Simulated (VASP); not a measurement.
Runs of VASP 6.6.1 on TaN. The structure is that of space group Fm-3m (No. 225), or close to it. The cells are those of the table. 

```csv
cell,gap on the mesh (eV),pressure (GPa)
"a = 3.113, b = 3.082 Å, angles 60.3, 59.3, 60.3°, 2 atoms",none,(a)
"a = 3.105, b = 3.082 Å, angles 60.2, 59.5, 60.2°, 2 atoms",none,6.3
"a = 3.109, b = 3.082 Å, angles 60.3, 59.4, 60.3°, 2 atoms",none,5.5
"a = 3.097, b = 3.082 Å, angles 60.2, 59.7, 60.2°, 2 atoms",none,8.1
```

Alike in all rows: task single point; level r2SCAN; potentials or basis VASP PAW PBE potentials, release 64 (Ta_pv, N); no spin polarisation; k mesh 18 × 18 × 18; cutoff (eV) 520; smearing gaussian 0.15 eV.

Question: Estimate the missing entries.

Answer: (a) 4.6.

Caveats: the cell stands under pressure; the PAW data sets were made with another functional, which shifts forces and pressure a little; spin-orbit coupling is left out, which moves the levels of the heavy elements.

A k mesh can miss the band edges, and the runs leave out spin-orbit coupling on Ta.

A gap of «none» marks levels without a gap at the run's occupations.
